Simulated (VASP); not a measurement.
# Ca7W (P-6m2) in VASP: single point with PBE

Aim: the single point of Ca7W with PBE.

Everything below comes from runs of VASP 6.6.1. Logs are shortened: lines on timing, memory, paths and dates and some standing lists are left out, and cuts for length are marked.

**1. The cell of the first run**

It takes space group P-6m2 (No. 187, hexagonal). Conventional cell: a = 6.984 Å, b = 6.984 Å, c = 5.626 Å, α = 90.00°, β = 90.00°, γ = 120.00°. Ca (site symmetry mm2) has 10 Ca at 3.46 to 3.50 Å and 2 W at 3.49 Å within 4.5 Å. Within 4.5 Å of Ca (site symmetry mm2) lie 2 W at 3.45 Å and 10 Ca at 3.46 to 3.53 Å. Within 4.5 Å of Ca (site symmetry -6m2) lie 12 Ca at 3.46 to 3.49 Å. W (site symmetry -6m2) has 12 Ca at 3.45 to 3.49 Å within 4.5 Å.

**2. Single point, PBE**

Input file INCAR:

```
PREC = Accurate
ENCUT = 520
EDIFF = 1E-7
ISMEAR = 0
SIGMA = 0.1
LREAL = F
LASPH = T
NELM = 80
ALGO = Fast
ISIF = 2
LWAVE = F
LCHARG = F
GGA = PE
NBANDS = 52
```

Input file KPOINTS:

```
Automatic mesh
0
Gamma
  3 3 4
```

Input file POSCAR:

```
Ca7W
1.0
    6.9840016300      0.0000000000      0.0000000000
   -3.4920008200      6.0483228300      0.0000000000
    0.0000000000      0.0000000000      5.6263975400
Ca W
7 1
Direct
    0.9996074400      0.4998037200      0.0000000000
    0.5001962800      0.0003925600      0.0000000000
    0.5001962800      0.4998037200      0.0000000000
    0.1649293900      0.8350706100      0.5000000000
    0.1649293900      0.3298587800      0.5000000000
    0.6701412200      0.8350706100      0.5000000000
    0.6666666700      0.3333333300      0.5000000000
    0.0000000000      0.0000000000      0.0000000000
```

Potentials or basis: VASP PAW PBE potentials, release 64 (Ca_sv, W_sv).

Launch:

```console
cat potpaw_PBE.64/Ca_sv/POTCAR potpaw_PBE.64/W_sv/POTCAR > POTCAR
mpirun -np 1 vasp_std > vasp.out
```

OUTCAR:

```text
PREC = Accurate
   ENCUT = 520
   EDIFF = 1E-7
   ISMEAR = 0
   LREAL = F
   LASPH = T
   NELM = 80
   ISIF = 2
   GGA = PE

 ion  position               nearest neighbor table
   1  1.000  0.500  0.000-
   2  0.500  0.000  0.000-
   3  0.500  0.500  0.000-
   4  0.165  0.835  0.500-
   5  0.165  0.330  0.500-
   6  0.670  0.835  0.500-
   7  0.667  0.333  0.500-
   8  0.000  0.000  0.000-

  LATTYP: Found a hexagonal cell.
 ALAT       =     6.9840016300
 C/A-ratio  =     0.8056122891

  Lattice vectors:

 A1 = (   6.9840016300,   0.0000000000,   0.0000000000)
 A2 = (  -3.4920008200,   6.0483228300,   0.0000000000)
 A3 = (   0.0000000000,   0.0000000000,   5.6263975400)

Analysis of symmetry for initial positions (statically):
=====================================================================
 Subroutine PRICEL returns:
 Original cell was already a primitive cell.

 Routine SETGRP: Setting up the symmetry group for a
 hexagonal supercell.

 Subroutine GETGRP returns: Found 12 space group operations
 (whereof 12 operations were pure point group operations)
 out of a pool of 24 trial point group operations.

The static configuration has the point symmetry D_3h.

Analysis of symmetry for dynamics (positions and initial velocities):
=====================================================================
 Subroutine PRICEL returns:
 Original cell was already a primitive cell.

 Routine SETGRP: Setting up the symmetry group for a
 hexagonal supercell.

 Subroutine GETGRP returns: Found 12 space group operations
 (whereof 12 operations were pure point group operations)
 out of a pool of 24 trial point group operations.

The dynamic configuration has the point symmetry D_3h.

 Subroutine INISYM returns: Found 12 space group operations
 (whereof 12 operations are pure point group operations),
 and found     1 'primitive' translations

----------------------------------------------------------------------------------------

                                     Primitive cell

  volume of cell :     237.6675

  direct lattice vectors                    reciprocal lattice vectors
     6.984001630  0.000000000  0.000000000     0.143184388  0.082667545  0.000000000
    -3.492000820  6.048322830  0.000000000     0.000000000  0.165335090  0.000000000
     0.000000000  0.000000000  5.626397540     0.000000000  0.000000000  0.177733620

  length of vectors
     6.984001630  6.984001631  5.626397540     0.165335090  0.165335090  0.177733620

  position of ions in fractional coordinates (direct lattice)
     0.999607440  0.499803720  0.000000000
     0.500196280  0.000392560  0.000000000
     0.500196280  0.499803720  0.000000000
     0.164929390  0.835070610  0.500000000
     0.164929390  0.329858780  0.500000000
     0.670141220  0.835070610  0.500000000
     0.666666670  0.333333330  0.500000000
     0.000000000  0.000000000  0.000000000

  ion indices of the primitive-cell ions
   primitive index   ion index
                 1           1
                 2           2
                 3           3
                 4           4
                 5           5
                 6           6
                 7           7
                 8           8

----------------------------------------------------------------------------------------

 KPOINTS: Automatic mesh

Automatic generation of k-mesh.
 Grid dimensions read from file:
 generate k-points for:    3    3    4

 Generating k-lattice:

  Cartesian coordinates                     Fractional coordinates (reciprocal lattice)
     0.047728129  0.027555848  0.000000000     0.333333333 -0.000000000  0.000000000
     0.000000000  0.055111697  0.000000000     0.000000000  0.333333333  0.000000000
     0.000000000  0.000000000  0.044433405     0.000000000  0.000000000  0.250000000

  Length of vectors
     0.055111697  0.055111697  0.044433405

  Shift w.r.t. Gamma in fractional coordinates (k-lattice)
     0.000000000  0.000000000  0.000000000

 Subroutine IBZKPT returns following result:
 ===========================================

 Found      9 irreducible k-points:

 Following reciprocal coordinates:
            Coordinates               Weight
  0.000000  0.000000  0.000000      1.000000
  0.333333  0.000000  0.000000      6.000000
  0.333333  0.333333  0.000000      2.000000
  0.000000  0.000000  0.250000      2.000000
  0.333333  0.000000  0.250000     12.000000
  0.333333  0.333333  0.250000      4.000000
  0.000000  0.000000  0.500000      1.000000
  0.333333  0.000000  0.500000      6.000000
  0.333333  0.333333  0.500000      2.000000
   k-points           NKPTS =      9   k-points in BZ     NKDIM =      9   number of bands    NBANDS=     52
   number of dos      NEDOS =    301   number of ions     NIONS =      8
   total plane-waves  NPLWV = 122472
   dimension x,y,z NGX =    54 NGY =   54 NGZ =   42
   dimension x,y,z NGXF=   108 NGYF=  108 NGZF=   84
   ions per type =               7   1
   NGX,Y,Z   is equivalent  to a cutoff of  12.85, 12.85, 12.41 a.u.
   NGXF,Y,Z  is equivalent  to a cutoff of  25.71, 25.71, 24.82 a.u.
 SYSTEM =  unknown system
   PREC   = accura    normal or accurate (medium, high low for compatibility)
   ISTART =      0    job   : 0-new  1-cont  2-samecut
   ICHARG =      2    charge: 1-file 2-atom 10-const
   ISPIN  =      1    spin polarized calculation?
   LNONCOLLINEAR =      F non collinear calculations
   LSORBIT =      F    spin-orbit coupling
   LASPH  =      T    aspherical Exc in radial PAW
   ENCUT  =  520.0 eV  38.22 Ry    6.18 a.u.  12.99 12.99 10.46*2*pi/ulx,y,z
   NELM   =     80;   NELMIN=  2; NELMDL= -5     # of ELM steps
   EDIFF  = 0.1E-06   stopping-criterion for ELM
   LREAL  =      F    real-space projection
   EDIFFG = 0.1E-05   stopping-criterion for IOM
   NSW    =      0    number of steps for IOM
   IBRION =     -1    ionic relax: 0-MD 1-quasi-New 2-CG
   NFREE  =      0    steps in history (QN), initial steepest desc. (CG)
   ISIF   =      2    stress and relaxation
   ISYM   =      2    0-nonsym 1-usesym 2-fastsym
   POTIM  = 0.5000    time-step for ionic-motion
   TEBEG  =    0.0;   TEEND  =   0.0 temperature during run
   PSTRESS=    0.0 pullay stress
   NELECT =      84.0000    total number of electrons
   NUPDOWN=      -1.0000    fix difference up-down
   EMIN   =  10.00;   EMAX   =-10.00  energy-range for DOS
   EFERMI =   0.00;   METHOD = LEGACY
   ISMEAR =     0;   SIGMA  =   0.10  broadening in eV -4-tet -1-fermi 0-gaus
   EFERMI_NEDOS =   21; number of points for ismear=-14 and -15
   IALGO  =     68    algorithm
   IMIX   =      4    mixing-type and parameters
     AMIX     =   0.40;   BMIX     =  1.00
     AMIX_MAG =   1.60;   BMIX_MAG =  1.00
  volume/ion in A,a.u.               =      29.71       200.48
  Fermi-wavevector in a.u.,A,eV,Ry     =   1.157474  2.187309 18.228361  1.339747
  Thomas-Fermi vector in A             =   2.294085
   LORBIT       =      0    0 simple, 1 ext, 2 COOP (PROOUT), +10 PAW based schemes
   GGA     = PE    functional components
   LHFCALC =     F    Hartree Fock is set to
   AEXX    =    0.0000 exact exchange contribution
   IVDW    =     0    specifies the selected vdW correction
   LEPSILON=     F    determine dielectric tensor
   LRPA    =     F    only Hartree local field effects (RPA)
 non-spin polarized calculation
 RMM-DIIS sequential band-by-band and
 Gauss-broadening in eV      SIGMA  =   0.10
  energy-cutoff  :      520.00
  volume of cell :      237.67
 maximum number of plane-waves:      6429
 NGX is ok and might be reduce to    54
   NGX = 25   NGY = 25   NGZ = 21

 number of electron      83.9999986 magnetization

 Free energy of the ion-electron system (eV)
  ---------------------------------------------------
  ext. energy  EPLUGINS =         0.00000000
  ---------------------------------------------------
  free energy    TOTEN  =       -21.36337074 eV

  energy without entropy =      -21.30989212  energy(sigma->0) =      -21.33663143

 E-fermi :   3.5482     XC(G=0):  -9.0679

 val. band max:        3.5477644047   @ k =   0.3333   0.0000   0.5000
 cond. band min:       3.5595213776   @ k =   0.3333   0.3333   0.0000
 fundamental gap:      0.0117569730
 Fermi energy:         3.5481606533

 k-point     1 :       0.0000    0.0000    0.0000
  band No.  band energies     occupation
      1     -70.0181      2.00000
      2     -37.8879      2.00000
      3     -37.5691      2.00000
      4     -37.5346      2.00000
      5     -37.5346      2.00000
      6     -37.4955      2.00000
[... 44 lines left out ...]
     51       5.4238      0.00000
     52       5.5529      0.00000

 k-point     2 :       0.3333    0.0000    0.0000
  band No.  band energies     occupation
      1     -70.0181      2.00000
      2     -37.8874      2.00000
      3     -37.5622      2.00000
      4     -37.5420      2.00000
      5     -37.5346      2.00000
      6     -37.4908      2.00000
[... 44 lines left out ...]
     51       5.5303      0.00000
     52       5.5443      0.00000

 k-point     3 :       0.3333    0.3333    0.0000
  band No.  band energies     occupation
      1     -70.0181      2.00000
      2     -37.8871      2.00000
      3     -37.5553      2.00000
      4     -37.5487      2.00000
      5     -37.5354      2.00000
      6     -37.4866      2.00000
[... 44 lines left out ...]
     51       5.3725      0.00000
     52       5.4303      0.00000
[... 221 lines left out ...]
 k-point     8 :       0.3333    0.0000    0.5000
  band No.  band energies     occupation
      1     -70.0181      2.00000
      2     -37.8861      2.00000
      3     -37.5571      2.00000
      4     -37.5392      2.00000
      5     -37.5326      2.00000
      6     -37.4968      2.00000
[... 44 lines left out ...]
     51       4.9627      0.00000
     52       5.1718      0.00000

 k-point     9 :       0.3333    0.3333    0.5000
  band No.  band energies     occupation
      1     -70.0181      2.00000
      2     -37.8859      2.00000
      3     -37.5484      2.00000
      4     -37.5480      2.00000
      5     -37.5326      2.00000
      6     -37.4895      2.00000
[... 44 lines left out ...]
     51       5.1845      0.00000
     52       5.2520      0.00000

------------------------ aborting loop because EDIFF is reached ----------------------------------------

  FORCE on cell =-STRESS in cart. coord.  units (eV):
  Direction    XX          YY          ZZ          XY          YZ          ZX
  --------------------------------------------------------------------------------------
  -------------------------------------------------------------------------------------
  Total        6.4887051      6.4887051      6.3001704     -0.0000000      0.0000000      0.0000000
  in kB       43.7420272     43.7420272     42.4710668     -0.0000000      0.0000000      0.0000000
  external PRESSURE =      43.3183737 kB  Pullay stress =       0.0000000 kB

 VOLUME and BASIS-vectors are now :
 -----------------------------------------------------------------------------
  energy-cutoff  :      520.00
  volume of cell :      237.67
      direct lattice vectors                 reciprocal lattice vectors
     6.984001630  0.000000000  0.000000000     0.143184388  0.082667545  0.000000000
    -3.492000820  6.048322830  0.000000000     0.000000000  0.165335090  0.000000000
     0.000000000  0.000000000  5.626397540     0.000000000  0.000000000  0.177733620

 POSITION                                       TOTAL-FORCE (eV/Angst)
 -----------------------------------------------------------------------------------
      5.23594      3.02297      0.00000        -0.012969     -0.007487     -0.000000
      3.49200      0.00237      0.00000        -0.000000      0.014975     -0.000000
      1.74806      3.02297      0.00000         0.012969     -0.007487     -0.000000
     -1.76420      5.05078      2.81320        -0.977862      0.564569      0.000000
     -0.00000      1.99509      2.81320         0.000000     -1.129138     -0.000000
      1.76420      5.05078      2.81320         0.977862      0.564569      0.000000
      3.49200      2.01611      2.81320         0.000000      0.000000      0.000000
      0.00000      0.00000      0.00000         0.000000      0.000000      0.000000
 -----------------------------------------------------------------------------------
    total drift:                               -0.000032      0.000018     -0.000000

  FREE ENERGIE OF THE ION-ELECTRON SYSTEM (eV)
  ---------------------------------------------------
  free  energy   TOTEN  =       -21.3633707404 eV

  energy  without entropy=      -21.3098921213  energy(sigma->0) =      -21.33663143
```

Run time: 4.5 min. Hardware: 1 thread of Intel Xeon Platinum 8375C at 2.90GHz (Ice Lake), shared host; peak memory 0.39 GiB.

Results:

- Free energy: -21.3634 eV
- Pressure: 4.3 GPa
- Largest force: 1.129 eV/Å
- Band gap on the k mesh: zero (band 42 reaches 3.82 eV, above the bottom of band 43 at 3.44 eV)

Forces on the atoms (eV/Å):
```
Ca  -0.013 -0.007  0.000
Ca   0.000  0.015  0.000
Ca   0.013 -0.007  0.000
Ca  -0.978  0.565  0.000
Ca   0.000 -1.129  0.000
Ca   0.978  0.565  0.000
Ca   0.000  0.000  0.000
W    0.000  0.000  0.000
```

Stress tensor (GPa, compression positive):
```
4.37 0.00 0.00
0.00 4.37 0.00
0.00 0.00 4.25
```

Caveat: spin-orbit coupling is left out, which moves the levels of the heavy elements; forces of over 1 eV/Å act on the atoms, so gaps and moduli don't describe the material at rest.
